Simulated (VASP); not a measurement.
# V in VASP: a series of runs, part 3 of 3

VASP 6.6.1. The steps go on from the part before.

## Step 5: Electric field gradients, PBE, collinear spin, ferromagnetic start (zz strain of -1 %)

INCAR reads:

```
SYSTEM = V
  ALGO = Normal
  EDIFF = 1E-8
  ENCUT = 520
  GGA = PE
  ISIF = 2
  ISMEAR = -1
  ISPIN = 2
  LASPH = .True.
  LCHARG = .False.
  LEFG = .True.
  LMAXMIX = 4
  LORBIT = 11
  LREAL = .False.
  LWAVE = .False.
  MAGMOM = 1.5
  NBANDS = 16
  NELM = 150
  PREC = Accurate
  SIGMA = 0.03
```

KPOINTS reads:

```
k-points
0
Gamma
  19 19 19
  0 0 0
```

POSCAR reads:

```
V
1.0
   -1.5130000000      1.5130000000      1.4978700000
    1.5130000000     -1.5130000000      1.4978700000
    1.5130000000      1.5130000000     -1.4978700000
V
1
Direct
    0.0000000000      0.0000000000      0.0000000000
```

Potentials or basis: VASP PAW PBE potentials, release 64 (V_sv).

Run with:

```sh
$ cat potpaw_PBE.64/V_sv/POTCAR > POTCAR
$ mpirun -np 1 vasp_std > vasp.out
```

OUTCAR:

```text
SYSTEM = V
   EDIFF = 1E-8
   ENCUT = 520
   GGA = PE
   ISIF = 2
   ISMEAR = -1
   ISPIN = 2
   LASPH = .True.
   LORBIT = 11
   LREAL = .False.
   NELM = 150
   PREC = Accurate

 ion  position               nearest neighbor table
   1  0.000  0.000  0.000-

  LATTYP: Found a body centered tetragonal cell.
 ALAT       =     3.0260000000
 C/A-ratio  =     0.9900000000

  Lattice vectors:

 A1 = (  -1.5130000000,   1.5130000000,   1.4978700000)
 A2 = (   1.5130000000,  -1.5130000000,   1.4978700000)
 A3 = (   1.5130000000,   1.5130000000,  -1.4978700000)

Analysis of symmetry for initial positions (statically):
=====================================================================
 Subroutine PRICEL returns:
 Original cell was already a primitive cell.

 Routine SETGRP: Setting up the symmetry group for a
 body centered tetragonal supercell.

 Subroutine GETGRP returns: Found 16 space group operations
 (whereof 16 operations were pure point group operations)
 out of a pool of 16 trial point group operations.

The static configuration has the point symmetry D_4h.

Analysis of symmetry for dynamics (positions and initial velocities):
=====================================================================
 Subroutine PRICEL returns:
 Original cell was already a primitive cell.

 Routine SETGRP: Setting up the symmetry group for a
 body centered tetragonal supercell.

 Subroutine GETGRP returns: Found 16 space group operations
 (whereof 16 operations were pure point group operations)
 out of a pool of 16 trial point group operations.

The dynamic configuration has the point symmetry D_4h.

[... 632 lines left out ...]
      5       2.9370      1.00000
      6       9.8397      0.00001
[... 435 lines left out ...]
      5       4.9561      1.00000
      6       9.1293      0.99999
[... 8 lines left out ...]
     15      36.1686      0.00000
     16      36.5035      0.00000

 [... further k-points ...]

------------------------ aborting loop because EDIFF is reached ----------------------------------------

  FORCE on cell =-STRESS in cart. coord.  units (eV):
  Direction    XX          YY          ZZ          XY          YZ          ZX
  --------------------------------------------------------------------------------------
  -------------------------------------------------------------------------------------
  Total       -0.3127995     -0.3127995     -0.2061068      0.0000000     -0.0000000      0.0000000
  in kB      -36.5396702    -36.5396702    -24.0763629      0.0000000     -0.0000000      0.0000000
  external PRESSURE =     -32.3852344 kB  Pullay stress =       0.0000000 kB

 VOLUME and BASIS-vectors are now :
 -----------------------------------------------------------------------------
  energy-cutoff  :      520.00
  volume of cell :       13.72
      direct lattice vectors                 reciprocal lattice vectors
    -1.513000000  1.513000000  1.497870000     0.000000000  0.330469266  0.333807340
     1.513000000 -1.513000000  1.497870000     0.330469266  0.000000000  0.333807340
     1.513000000  1.513000000 -1.497870000     0.330469266  0.330469266  0.000000000

 POSITION                                       TOTAL-FORCE (eV/Angst)
 -----------------------------------------------------------------------------------
      0.00000      0.00000      0.00000        -0.000000      0.000000     -0.000000
 -----------------------------------------------------------------------------------
    total drift:                                0.000000     -0.000000      0.000000

  FREE ENERGIE OF THE ION-ELECTRON SYSTEM (eV)
  ---------------------------------------------------
  free  energy   TOTEN  =        -8.9920059467 eV

  energy  without entropy=       -8.9866339390  energy(sigma->0) =       -8.98931994

 Electric field gradients (V/A^2)
---------------------------------------------------------------------
 ion       V_xx      V_yy      V_zz      V_xy      V_xz      V_yz
---------------------------------------------------------------------
   1       0.406     0.406    -0.811     0.003     0.003     0.003
---------------------------------------------------------------------

 Electric field gradients after diagonalization (V/A^2)
 (convention: |V_zz| > |V_xx| > |V_yy|)
----------------------------------------------------------------------
 ion       V_xx      V_yy      V_zz     asymmetry (V_yy - V_xx)/ V_zz
----------------------------------------------------------------------
   1       0.408     0.403    -0.811       0.007
----------------------------------------------------------------------

           NMR quadrupolar parameters

 Cq : quadrupolar parameter    Cq=e*Q*V_zz/h
 eta: asymmetry parameters     (V_yy - V_xx)/ V_zz
 Q  : nuclear electric quadrupole moment in mb (millibarn)
----------------------------------------------------------------------
 ion       Cq(MHz)       eta       Q (mb)
----------------------------------------------------------------------
   1      -0.002       0.007       1.000
----------------------------------------------------------------------

 total charge

# of ion       s       p       d       tot
------------------------------------------
    1        2.336   6.215   3.069  11.621

 magnetization (x)

# of ion       s       p       d       tot
------------------------------------------
    1        0.000   0.000   0.000   0.000
```

OSZICAR:

```text
N       E                     dE             d eps       ncg     rms          rms(c)
DAV:   1     0.934171760889E+02    0.93417E+02   -0.64387E+03 35560   0.886E+02
DAV:   2    -0.854037184952E+01   -0.10196E+03   -0.97802E+02 38672   0.272E+02
DAV:   3    -0.100903852202E+02   -0.15500E+01   -0.15477E+01 39904   0.364E+01
DAV:   4    -0.100964875489E+02   -0.61023E-02   -0.61022E-02 41680   0.240E+00
DAV:   5    -0.100965410861E+02   -0.53537E-04   -0.53539E-04 40328   0.210E-01    0.187E+01
DAV:   6    -0.898576204623E+01    0.11108E+01   -0.16554E+00 35968   0.217E+01    0.218E+00
DAV:   7    -0.899294515912E+01   -0.71831E-02   -0.81793E-02 39472   0.261E+00    0.161E+00
DAV:   8    -0.899346020539E+01   -0.51505E-03   -0.48655E-03 38080   0.847E-01    0.856E-01
DAV:   9    -0.899171100044E+01    0.17492E-02   -0.15416E-03 40848   0.450E-01    0.163E-01
DAV:  10    -0.899198972871E+01   -0.27873E-03   -0.63498E-04 38712   0.230E-01    0.341E-02
DAV:  11    -0.899200310486E+01   -0.13376E-04   -0.35217E-05 41112   0.575E-02    0.166E-02
DAV:  12    -0.899200595404E+01   -0.28492E-05   -0.37072E-06 37352   0.210E-02    0.430E-03
DAV:  13    -0.899200582052E+01    0.13352E-06   -0.17421E-07 40792   0.342E-03    0.913E-04
DAV:  14    -0.899200585864E+01   -0.38117E-07   -0.45416E-09 25448   0.723E-04    0.309E-04
DAV:  15    -0.899200591513E+01   -0.56487E-07   -0.17653E-09 18864   0.372E-04    0.153E-04
DAV:  16    -0.899200593952E+01   -0.24399E-07   -0.49839E-10 18176   0.196E-04    0.604E-05
DAV:  17    -0.899200594670E+01   -0.71743E-08   -0.67850E-11 18160   0.750E-05
   1 F= -.89920059E+01 E0= -.89893199E+01  d E =-.537201E-02  mag=    -0.0000
```

Run time: 2.5 min. Hardware: 1 thread of Intel Xeon Platinum 8488C (Sapphire Rapids), shared host; peak memory 0.27 GiB.

What came out:

* Free energy: -8.9920 eV
* Pressure: -3.2 GPa
* Net moment: 0.00 μB per cell
* Largest electric field gradient by atom: V -0.8 V/Å²
* Valence electrons inside the program's atomic spheres: V 11.62

Levels at points of the mesh, in eV from the Fermi level:
Spin up:
| k point | band 3 | band 4 | band 5 | band 6 | band 7 | band 8 | band 9 | band 10 | band 11 | band 12 |
| --- | --- | --- | --- | --- | --- | --- | --- | --- | --- | --- |
| (0.00, 0.00, 0.00) | -37.07 | -37.06 | -6.54 | 0.36 | 0.44 | 0.44 | 2.33 | 2.42 | 20.28 | 20.28 |
Spin down:
| k point | band 3 | band 4 | band 5 | band 6 | band 7 | band 8 | band 9 | band 10 | band 11 | band 12 |
| --- | --- | --- | --- | --- | --- | --- | --- | --- | --- | --- |
| (0.00, 0.00, 0.00) | -37.07 | -37.06 | -6.54 | 0.36 | 0.44 | 0.44 | 2.33 | 2.42 | 20.28 | 20.28 |

Electric field gradients, principal values (V/Å²):
| atom | least | middle | greatest (by size) |
| --- | --- | --- | --- |
| 1 V | 0.403 | 0.408 | -0.811 |

Caveat: the cell differs from its parent crystal (zz strain of -1 %); the cell stands under tension; without QUAD_EFG the Cq values of the log hold for a quadrupole moment of 1 mb, not for the nuclei.

## Step 6: Electric field gradients, PBE, collinear spin, ferromagnetic start (zz strain of -1 %)

INCAR reads:

```
PREC = Accurate
ENCUT = 520
EDIFF = 1E-8
ISMEAR = -1
SIGMA = 0.03
LREAL = F
LASPH = T
NELM = 150
ALGO = Normal
ISIF = 2
LWAVE = F
LCHARG = F
ISPIN = 2
MAGMOM = 1.5
LORBIT = 11
LMAXMIX = 4
GGA = PE
LEFG = T
NBANDS = 16
```

KPOINTS reads:

```
Automatic mesh
0
Gamma
  19 19 19
```

POSCAR is that of step 5.

Potentials or basis: VASP PAW PBE potentials, release 64 (V_sv).

Run with:

```sh
$ cat potpaw_PBE.64/V_sv/POTCAR > POTCAR
$ mpirun -np 1 vasp_std > vasp.out
```

OUTCAR:

```text
PREC = Accurate
   ENCUT = 520
   EDIFF = 1E-8
   ISMEAR = -1
   LREAL = F
   LASPH = T
   NELM = 150
   ISIF = 2
   ISPIN = 2
   LORBIT = 11
   GGA = PE

 ion  position               nearest neighbor table
   1  0.000  0.000  0.000-

  LATTYP: Found a body centered tetragonal cell.
 ALAT       =     3.0260000000
 C/A-ratio  =     0.9900000000

  Lattice vectors:

 A1 = (  -1.5130000000,   1.5130000000,   1.4978700000)
 A2 = (   1.5130000000,  -1.5130000000,   1.4978700000)
 A3 = (   1.5130000000,   1.5130000000,  -1.4978700000)

Analysis of symmetry for initial positions (statically):
=====================================================================
 Subroutine PRICEL returns:
 Original cell was already a primitive cell.

 Routine SETGRP: Setting up the symmetry group for a
 body centered tetragonal supercell.

 Subroutine GETGRP returns: Found 16 space group operations
 (whereof 16 operations were pure point group operations)
 out of a pool of 16 trial point group operations.

The static configuration has the point symmetry D_4h.

Analysis of symmetry for dynamics (positions and initial velocities):
=====================================================================
 Subroutine PRICEL returns:
 Original cell was already a primitive cell.

 Routine SETGRP: Setting up the symmetry group for a
 body centered tetragonal supercell.

 Subroutine GETGRP returns: Found 16 space group operations
 (whereof 16 operations were pure point group operations)
 out of a pool of 16 trial point group operations.

The dynamic configuration has the point symmetry D_4h.

Analysis of structural, dynamic, and magnetic symmetry:
=====================================================================
 Subroutine PRICEL returns:
 Original cell was already a primitive cell.

 Routine SETGRP: Setting up the symmetry group for a
 body centered tetragonal supercell.

 Subroutine GETGRP returns: Found 16 space group operations
 (whereof 16 operations were pure point group operations)
 out of a pool of 16 trial point group operations.

The overall configuration has the point symmetry D_4h.

 Subroutine INISYM returns: Found 16 space group operations
 (whereof 16 operations are pure point group operations),
 and found     1 'primitive' translations

----------------------------------------------------------------------------------------

                                     Primitive cell

  volume of cell :      13.7155

  direct lattice vectors                    reciprocal lattice vectors
    -1.513000000  1.513000000  1.497870000     0.000000000  0.330469266  0.333807340
     1.513000000 -1.513000000  1.497870000     0.330469266  0.000000000  0.333807340
     1.513000000  1.513000000 -1.497870000     0.330469266  0.330469266  0.000000000

  length of vectors
     2.611886777  2.611886777  2.611886777     0.469720423  0.469720423  0.467354118

  position of ions in fractional coordinates (direct lattice)
     0.000000000  0.000000000  0.000000000

  ion indices of the primitive-cell ions
   primitive index   ion index
                 1           1

[... 92 lines left out ...]
  volume/ion in A,a.u.               =      13.72        92.56
  Fermi-wavevector in a.u.,A,eV,Ry     =   1.608121  3.038907 35.185373  2.586052
  Thomas-Fermi vector in A             =   2.704041
   LORBIT       =     11    0 simple, 1 ext, 2 COOP (PROOUT), +10 PAW based schemes
   GGA     = PE    functional components
   LHFCALC =     F    Hartree Fock is set to
   AEXX    =    0.0000 exact exchange contribution
   IVDW    =     0    specifies the selected vdW correction
   LEPSILON=     F    determine dielectric tensor
   LRPA    =     F    only Hartree local field effects (RPA)
 spin polarized calculation
  energy-cutoff  :      520.00
  volume of cell :       13.72
 maximum number of plane-waves:       380
   NGX =  9   NGY =  9   NGZ =  9

 number of electron      12.9999993 magnetization       0.0000016

 Free energy of the ion-electron system (eV)
  ---------------------------------------------------
  ext. energy  EPLUGINS =         0.00000000
  ---------------------------------------------------
  free energy    TOTEN  =        -8.99200595 eV

  energy without entropy =       -8.98663394  energy(sigma->0) =       -8.98931994

 E-fermi :   9.4788     XC(G=0): -12.8067

 val. band max:        9.4782174367   @ k =  -0.2632   0.4737   0.1579
 cond. band min:       9.4801665241   @ k =  -0.1579   0.3158   0.1579
 fundamental gap:      0.0019490874
 Fermi energy:         9.4788337130

 spin component 1

 k-point     1 :       0.0000    0.0000    0.0000
  band No.  band energies     occupation
      1     -54.2570      1.00000
      2     -27.5863      1.00000
      3     -27.5863      1.00000
      4     -27.5857      1.00000
      5       2.9370      1.00000
      6       9.8397      0.00001
[... 435 lines left out ...]
      5       4.9561      1.00000
      6       9.1293      0.99999
[... 8 lines left out ...]
     15      36.1686      0.00000
     16      36.5035      0.00000

 [... further k-points ...]

 spin component 2

 k-point     1 :       0.0000    0.0000    0.0000
  band No.  band energies     occupation
      1     -54.2570      1.00000
      2     -27.5863      1.00000
      3     -27.5863      1.00000
      4     -27.5857      1.00000
      5       2.9370      1.00000
      6       9.8397      0.00001
[... 435 lines left out ...]
      5       4.9561      1.00000
      6       9.1293      0.99999
[... 8 lines left out ...]
     15      36.1686      0.00000
     16      36.5035      0.00000

 [... further k-points ...]

------------------------ aborting loop because EDIFF is reached ----------------------------------------

  FORCE on cell =-STRESS in cart. coord.  units (eV):
  Direction    XX          YY          ZZ          XY          YZ          ZX
  --------------------------------------------------------------------------------------
  -------------------------------------------------------------------------------------
  Total       -0.3127995     -0.3127995     -0.2061068      0.0000000     -0.0000000      0.0000000
  in kB      -36.5396702    -36.5396702    -24.0763629      0.0000000     -0.0000000      0.0000000
  external PRESSURE =     -32.3852344 kB  Pullay stress =       0.0000000 kB

 VOLUME and BASIS-vectors are now :
 -----------------------------------------------------------------------------
  energy-cutoff  :      520.00
  volume of cell :       13.72
      direct lattice vectors                 reciprocal lattice vectors
    -1.513000000  1.513000000  1.497870000     0.000000000  0.330469266  0.333807340
     1.513000000 -1.513000000  1.497870000     0.330469266  0.000000000  0.333807340
     1.513000000  1.513000000 -1.497870000     0.330469266  0.330469266  0.000000000

 POSITION                                       TOTAL-FORCE (eV/Angst)
 -----------------------------------------------------------------------------------
      0.00000      0.00000      0.00000        -0.000000      0.000000     -0.000000
 -----------------------------------------------------------------------------------
    total drift:                                0.000000     -0.000000      0.000000

  FREE ENERGIE OF THE ION-ELECTRON SYSTEM (eV)
  ---------------------------------------------------
  free  energy   TOTEN  =        -8.9920059467 eV

  energy  without entropy=       -8.9866339390  energy(sigma->0) =       -8.98931994

 Electric field gradients (V/A^2)
---------------------------------------------------------------------
 ion       V_xx      V_yy      V_zz      V_xy      V_xz      V_yz
---------------------------------------------------------------------
   1       0.406     0.406    -0.811     0.003     0.003     0.003
---------------------------------------------------------------------

 Electric field gradients after diagonalization (V/A^2)
 (convention: |V_zz| > |V_xx| > |V_yy|)
----------------------------------------------------------------------
 ion       V_xx      V_yy      V_zz     asymmetry (V_yy - V_xx)/ V_zz
----------------------------------------------------------------------
   1       0.408     0.403    -0.811       0.007
----------------------------------------------------------------------

           NMR quadrupolar parameters

 Cq : quadrupolar parameter    Cq=e*Q*V_zz/h
 eta: asymmetry parameters     (V_yy - V_xx)/ V_zz
 Q  : nuclear electric quadrupole moment in mb (millibarn)
----------------------------------------------------------------------
 ion       Cq(MHz)       eta       Q (mb)
----------------------------------------------------------------------
   1      -0.002       0.007       1.000
----------------------------------------------------------------------

 total charge

# of ion       s       p       d       tot
------------------------------------------
    1        2.336   6.215   3.069  11.621

 magnetization (x)

# of ion       s       p       d       tot
------------------------------------------
    1        0.000   0.000   0.000   0.000
```

stdout:

```text
POSCAR found type information on POSCAR V
 POSCAR found :  1 types and       1 ions
 scaLAPACK will be used
 LDA part: xc-table for (Slater+PW92), standard interpolation
 POSCAR, INCAR and KPOINTS ok, starting setup
 FFT: planning ... GRIDC
 FFT: planning ... GRID_SOFT
 FFT: planning ... GRID
 WAVECAR not read
 entering main loop
ion   1
```

Run time: 2.4 min. Hardware: 1 thread of Intel Xeon Platinum 8488C (Sapphire Rapids), shared host; peak memory 0.27 GiB.

What came out:

| Item | Value |
| --- | --- |
| Free energy | -8.9920 eV |
| Pressure | -3.2 GPa |
| Net moment | 0.00 μB per cell |
| Largest electric field gradient by atom | V -0.8 V/Å² |
| Valence electrons inside the program's atomic spheres | V 11.62 |

Levels at points of the mesh, in eV from the Fermi level:
Spin up:
```csv
k point,band 3,band 4,band 5,band 6,band 7,band 8,band 9,band 10,band 11,band 12
"(0.00, 0.00, 0.00)",-37.07,-37.06,-6.54,0.36,0.44,0.44,2.33,2.42,20.28,20.28
```
Spin down:
| k point | band 4 | band 5 | band 6 | band 7 | band 8 | band 9 | band 10 | band 11 |
| --- | --- | --- | --- | --- | --- | --- | --- | --- |
| (0.00, 0.00, 0.00) | -37.06 | -6.54 | 0.36 | 0.44 | 0.44 | 2.33 | 2.42 | 20.28 |

Electric field gradients, principal values (V/Å²):
```
atom  least  middle  greatest (by size)
 1 V  0.403   0.408              -0.811
```

Caveat: the cell differs from its parent crystal (zz strain of -1 %); the cell stands under tension; without QUAD_EFG the Cq values of the log hold for a quadrupole moment of 1 mb, not for the nuclei.

## Step 7: The runs side by side

```csv
cell,gap on the mesh (eV),pressure (GPa),moment (μB)
"a = 2.629 Å, angles 109.5°, 1 atom",none,-6.5,0.00
"a = 2.655 Å, angles 109.5°, 1 atom",none,-10.8,0.00
"a = 2.612 Å, angles 109.2, 109.2, 110.0°, 1 atom",none,-3.2,0.00
```

Alike in all rows: task electric field gradients; level PBE; potentials or basis VASP PAW PBE potentials, release 64 (V_sv); spin collinear, ferromagnetic start; k mesh 19 × 19 × 19; cutoff (eV) 520; smearing fermi-dirac 0.03 eV.

Caveats: the cell stands under tension.

Total energies depend on the potentials used, so only differences within one code and one set of settings carry meaning.
